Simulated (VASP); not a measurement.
# Mg2Re (Fd-3m) in VASP: single point with PBE

Aim: the single point of Mg2Re with PBE.

All numbers are computed with VASP 6.6.1; they aren't measurements. Logs are shortened: lines on timing, memory, paths and dates and some standing lists are left out, and cuts for length are marked.

**1. The cell of the first run**

The structure is cubic, space group Fd-3m (No. 227). The conventional cell has a = 7.350 Å, b = 7.350 Å, c = 7.350 Å, α = 90.00°, β = 90.00°, γ = 90.00°. Within 3.4 Å of Mg (site symmetry -3m) lie 6 Mg at 2.60 Å and 6 Re at 3.05 Å. Within 4.0 Å of Re (site symmetry -43m) lie 12 Mg at 3.05 Å and 4 Re at 3.18 Å.

**2. Single point, PBE**

File INCAR:

```
SYSTEM = Mg2Re
ALGO = Normal
EDIFF = 1E-6
ENCUT = 520
GGA = PE
ISIF = 2
ISMEAR = 0
LASPH = .TRUE.
LCHARG = .FALSE.
LREAL = .FALSE.
LWAVE = .FALSE.
NBANDS = 20
NELM = 60
PREC = Accurate
SIGMA = 0.1
```

File KPOINTS:

```
k-points
0
G
  10 10 10
  0 0 0
```

File POSCAR:

```
Mg2Re
1.0
    0.0000000000      3.6750093175      3.6750093175
    3.6750093175      0.0000000000      3.6750093175
    3.6750093175      3.6750093175      0.0000000000
Mg Re
4 2
Direct
    0.1250000000      0.1250000000      0.1250000000
    0.6250000000      0.1250000000      0.1250000000
    0.1250000000      0.1250000000      0.6250000000
    0.1250000000      0.6250000000      0.1250000000
    0.5000000000      0.5000000000      0.5000000000
    0.7500000000      0.7500000000      0.7500000000
```

Potentials or basis: VASP PAW PBE potentials, release 64 (Mg, Re).

Started as:

```bash
$ cat potpaw_PBE.64/Mg/POTCAR potpaw_PBE.64/Re/POTCAR > POTCAR
$ mpirun -np 1 vasp_std > vasp.out
```

OUTCAR:

```text
SYSTEM = Mg2Re
   EDIFF = 1E-6
   ENCUT = 520
   GGA = PE
   ISIF = 2
   ISMEAR = 0
   LASPH = .TRUE.
   LREAL = .FALSE.
   NELM = 60
   PREC = Accurate

 ion  position               nearest neighbor table
   1  0.125  0.125  0.125-   2 2.60   3 2.60   4 2.60   3 2.60   4 2.60   2 2.60   6 3.05   5 3.05
                             6 3.05   5 3.05   6 3.05   5 3.05
   2  0.625  0.125  0.125-   1 2.60   3 2.60   4 2.60   1 2.60   3 2.60   4 2.60   5 3.05   6 3.05
                             5 3.05   6 3.05   6 3.05   5 3.05
   3  0.125  0.125  0.625-   1 2.60   1 2.60   2 2.60   4 2.60   4 2.60   2 2.60   6 3.05   5 3.05
                             6 3.05   5 3.05   6 3.05   5 3.05
   4  0.125  0.625  0.125-   1 2.60   3 2.60   1 2.60   2 2.60   3 2.60   2 2.60   6 3.05   5 3.05
                             6 3.05   5 3.05   6 3.05   5 3.05
   5  0.500  0.500  0.500-   1 3.05   3 3.05   4 3.05   1 3.05   2 3.05   3 3.05   1 3.05   2 3.05
                             4 3.05   2 3.05   3 3.05   4 3.05   6 3.18   6 3.18   6 3.18   6 3.18
   6  0.750  0.750  0.750-   1 3.05   2 3.05   4 3.05   1 3.05   2 3.05   3 3.05   1 3.05   3 3.05
                             4 3.05   2 3.05   3 3.05   4 3.05   5 3.18   5 3.18   5 3.18   5 3.18

  LATTYP: Found a face centered cubic cell.
 ALAT       =     7.3500186350

  Lattice vectors:

 A1 = (   0.0000000000,   3.6750093175,   3.6750093175)
 A2 = (   3.6750093175,   0.0000000000,   3.6750093175)
 A3 = (   3.6750093175,   3.6750093175,   0.0000000000)

Analysis of symmetry for initial positions (statically):
=====================================================================
 Subroutine PRICEL returns:
 Original cell was already a primitive cell.

 Routine SETGRP: Setting up the symmetry group for a
 face centered cubic supercell.

 Subroutine GETGRP returns: Found 48 space group operations
 (whereof 24 operations were pure point group operations)
 out of a pool of 48 trial point group operations.

The static configuration has the point symmetry T_d .
 The point group associated with its full space group is O_h .

Analysis of symmetry for dynamics (positions and initial velocities):
=====================================================================
 Subroutine PRICEL returns:
 Original cell was already a primitive cell.

 Routine SETGRP: Setting up the symmetry group for a
 face centered cubic supercell.

 Subroutine GETGRP returns: Found 48 space group operations
 (whereof 24 operations were pure point group operations)
 out of a pool of 48 trial point group operations.

The dynamic configuration has the point symmetry T_d .
 The point group associated with its full space group is O_h .

 Subroutine INISYM returns: Found 48 space group operations
 (whereof 24 operations are pure point group operations),
 and found     1 'primitive' translations

----------------------------------------------------------------------------------------

                                     Primitive cell

  volume of cell :      99.2671

  direct lattice vectors                    reciprocal lattice vectors
     0.000000000  3.675009317  3.675009317    -0.136054077  0.136054077  0.136054077
     3.675009317  0.000000000  3.675009317     0.136054077 -0.136054077  0.136054077
     3.675009317  3.675009317  0.000000000     0.136054077  0.136054077 -0.136054077

  length of vectors
     5.197248019  5.197248019  5.197248019     0.235652574  0.235652574  0.235652574

  position of ions in fractional coordinates (direct lattice)
     0.125000000  0.125000000  0.125000000
     0.625000000  0.125000000  0.125000000
     0.125000000  0.125000000  0.625000000
     0.125000000  0.625000000  0.125000000
     0.500000000  0.500000000  0.500000000
     0.750000000  0.750000000  0.750000000

  ion indices of the primitive-cell ions
   primitive index   ion index
                 1           1
                 2           2
                 3           3
                 4           4
                 5           5
                 6           6

----------------------------------------------------------------------------------------

 KPOINTS: k-points

Automatic generation of k-mesh.
 Grid dimensions read from file:
 generate k-points for:   10   10   10

 Generating k-lattice:

  Cartesian coordinates                     Fractional coordinates (reciprocal lattice)
    -0.013605408  0.013605408  0.013605408     0.100000000  0.000000000  0.000000000
     0.013605408 -0.013605408  0.013605408     0.000000000  0.100000000  0.000000000
     0.013605408  0.013605408 -0.013605408     0.000000000  0.000000000  0.100000000

  Length of vectors
     0.023565257  0.023565257  0.023565257

  Shift w.r.t. Gamma in fractional coordinates (k-lattice)
     0.000000000  0.000000000  0.000000000

 Subroutine IBZKPT returns following result:
 ===========================================

 Found     47 irreducible k-points:

 Following reciprocal coordinates:
            Coordinates               Weight
  0.000000  0.000000  0.000000      1.000000
  0.100000  0.000000  0.000000      8.000000
  0.200000  0.000000  0.000000      8.000000
  0.300000  0.000000  0.000000      8.000000
  0.400000  0.000000  0.000000      8.000000
  0.500000  0.000000  0.000000      4.000000
[... 16 lines left out ...]
  0.300000  0.300000  0.000000      6.000000
  0.400000  0.300000  0.000000     24.000000
 [... further k-points ...]
   k-points           NKPTS =     47   k-points in BZ     NKDIM =     47   number of bands    NBANDS=     20
   number of dos      NEDOS =    301   number of ions     NIONS =      6
   total plane-waves  NPLWV =  64000
   dimension x,y,z NGX =    40 NGY =   40 NGZ =   40
   dimension x,y,z NGXF=    80 NGYF=   80 NGZF=   80
   ions per type =               4   2
   NGX,Y,Z   is equivalent  to a cutoff of  12.79, 12.79, 12.79 a.u.
   NGXF,Y,Z  is equivalent  to a cutoff of  25.59, 25.59, 25.59 a.u.
 SYSTEM =  Mg2Re
   PREC   = accura    normal or accurate (medium, high low for compatibility)
   ISTART =      0    job   : 0-new  1-cont  2-samecut
   ICHARG =      2    charge: 1-file 2-atom 10-const
   ISPIN  =      1    spin polarized calculation?
   LNONCOLLINEAR =      F non collinear calculations
   LSORBIT =      F    spin-orbit coupling
   LASPH  =      T    aspherical Exc in radial PAW
   ENCUT  =  520.0 eV  38.22 Ry    6.18 a.u.   9.66  9.66  9.66*2*pi/ulx,y,z
   NELM   =     60;   NELMIN=  2; NELMDL= -5     # of ELM steps
   EDIFF  = 0.1E-05   stopping-criterion for ELM
   LREAL  =      F    real-space projection
   EDIFFG = 0.1E-04   stopping-criterion for IOM
   NSW    =      0    number of steps for IOM
   IBRION =     -1    ionic relax: 0-MD 1-quasi-New 2-CG
   NFREE  =      0    steps in history (QN), initial steepest desc. (CG)
   ISIF   =      2    stress and relaxation
   ISYM   =      2    0-nonsym 1-usesym 2-fastsym
   POTIM  = 0.5000    time-step for ionic-motion
   TEBEG  =    0.0;   TEEND  =   0.0 temperature during run
   PSTRESS=    0.0 pullay stress
   NELECT =      22.0000    total number of electrons
   NUPDOWN=      -1.0000    fix difference up-down
   EMIN   =  10.00;   EMAX   =-10.00  energy-range for DOS
   EFERMI =   0.00;   METHOD = LEGACY
   ISMEAR =     0;   SIGMA  =   0.10  broadening in eV -4-tet -1-fermi 0-gaus
   EFERMI_NEDOS =   21; number of points for ismear=-14 and -15
   IALGO  =     38    algorithm
   IMIX   =      4    mixing-type and parameters
     AMIX     =   0.40;   BMIX     =  1.00
     AMIX_MAG =   1.60;   BMIX_MAG =  1.00
  volume/ion in A,a.u.               =      16.54       111.65
  Fermi-wavevector in a.u.,A,eV,Ry     =   0.990712  1.872174 13.354249  0.981510
  Thomas-Fermi vector in A             =   2.122401
   LORBIT       =      0    0 simple, 1 ext, 2 COOP (PROOUT), +10 PAW based schemes
   GGA     = PE    functional components
   LHFCALC =     F    Hartree Fock is set to
   AEXX    =    0.0000 exact exchange contribution
   IVDW    =     0    specifies the selected vdW correction
   LEPSILON=     F    determine dielectric tensor
   LRPA    =     F    only Hartree local field effects (RPA)
 non-spin polarized calculation
 Gauss-broadening in eV      SIGMA  =   0.10
  energy-cutoff  :      520.00
  volume of cell :       99.27
 maximum number of plane-waves:      2701
   NGX = 19   NGY = 19   NGZ = 19

 number of electron      22.0000000 magnetization

 Free energy of the ion-electron system (eV)
  ---------------------------------------------------
  ext. energy  EPLUGINS =         0.00000000
  ---------------------------------------------------
  free energy    TOTEN  =       -25.90029371 eV

  energy without entropy =      -25.87443498  energy(sigma->0) =      -25.88736435

 E-fermi :   4.6360     XC(G=0): -10.8037

 val. band max:        4.6179884591   @ k =  -0.2000   0.2000   0.0000
 cond. band min:       4.6476032768   @ k =   0.4000   0.1000   0.0000
 fundamental gap:      0.0296148177
 Fermi energy:         4.6359942670

 k-point     1 :       0.0000    0.0000    0.0000
  band No.  band energies     occupation
      1      -3.4917      2.00000
      2       2.1218      2.00000
      3       2.1218      2.00000
      4       2.4438      2.00000
      5       2.4438      2.00000
      6       2.4438      2.00000
[... 12 lines left out ...]
     19       8.7372      0.00000
     20       8.8833      0.00000

 k-point     2 :       0.1000    0.0000    0.0000
  band No.  band energies     occupation
      1      -3.3962      2.00000
      2       2.0362      2.00000
      3       2.0362      2.00000
      4       2.1573      2.00000
      5       2.4687      2.00000
      6       2.5644      2.00000
[... 12 lines left out ...]
     19       8.7052      0.00000
     20       9.2160      0.00000
[... 465 lines left out ...]
      3       1.1858      2.00000
      4       1.9850      2.00000
      5       2.5715      2.00000
      6       2.5715      2.00000
[... 12 lines left out ...]
     19      10.6528      0.00000
     20      10.7769      0.00000

 k-point    24 :       0.4000    0.3000    0.0000
  band No.  band energies     occupation
      1      -1.9340      2.00000
      2       0.4031      2.00000
      3       0.8771      2.00000
      4       1.5633      2.00000
      5       2.3976      2.00000
      6       2.6926      2.00000
[... 12 lines left out ...]
     19      10.9995      0.00000
     20      11.6634      0.00000

 [... further k-points ...]

------------------------ aborting loop because EDIFF is reached ----------------------------------------

  FORCE on cell =-STRESS in cart. coord.  units (eV):
  Direction    XX          YY          ZZ          XY          YZ          ZX
  --------------------------------------------------------------------------------------
  -------------------------------------------------------------------------------------
  Total        0.0166877      0.0166877      0.0166877     -0.0000000     -0.0000000     -0.0000000
  in kB        0.2693410      0.2693410      0.2693410     -0.0000000     -0.0000000     -0.0000000
  external PRESSURE =       0.2693410 kB  Pullay stress =       0.0000000 kB

 VOLUME and BASIS-vectors are now :
 -----------------------------------------------------------------------------
  energy-cutoff  :      520.00
  volume of cell :       99.27
      direct lattice vectors                 reciprocal lattice vectors
     0.000000000  3.675009317  3.675009317    -0.136054077  0.136054077  0.136054077
     3.675009317  0.000000000  3.675009317     0.136054077 -0.136054077  0.136054077
     3.675009317  3.675009317  0.000000000     0.136054077  0.136054077 -0.136054077

 POSITION                                       TOTAL-FORCE (eV/Angst)
 -----------------------------------------------------------------------------------
      0.91875      0.91875      0.91875        -0.000000      0.000000     -0.000000
      0.91875      2.75626      2.75626        -0.000000      0.000000     -0.000000
      2.75626      2.75626      0.91875        -0.000000      0.000000     -0.000000
      2.75626      0.91875      2.75626        -0.000000      0.000000     -0.000000
      3.67501      3.67501      3.67501        -0.000000     -0.000000      0.000000
      5.51251      5.51251      5.51251         0.000000     -0.000000      0.000000
 -----------------------------------------------------------------------------------
    total drift:                               -0.000000     -0.000000      0.000000

  FREE ENERGIE OF THE ION-ELECTRON SYSTEM (eV)
  ---------------------------------------------------
  free  energy   TOTEN  =       -25.9002937080 eV

  energy  without entropy=      -25.8744349827  energy(sigma->0) =      -25.88736435
```

It took 75 s on 1 thread of Intel Xeon Platinum 8559C (Emerald Rapids), shared host; peak memory 0.28 GiB.

What came out:

```
Free energy            : -25.9003 eV
Pressure               : 0.0 GPa
Band gap on the k mesh : zero (band 11 reaches 5.22 eV, above the bottom of band 12 at 4.50 eV)
```

Caveat: spin-orbit coupling is left out, which moves the levels of the heavy elements.
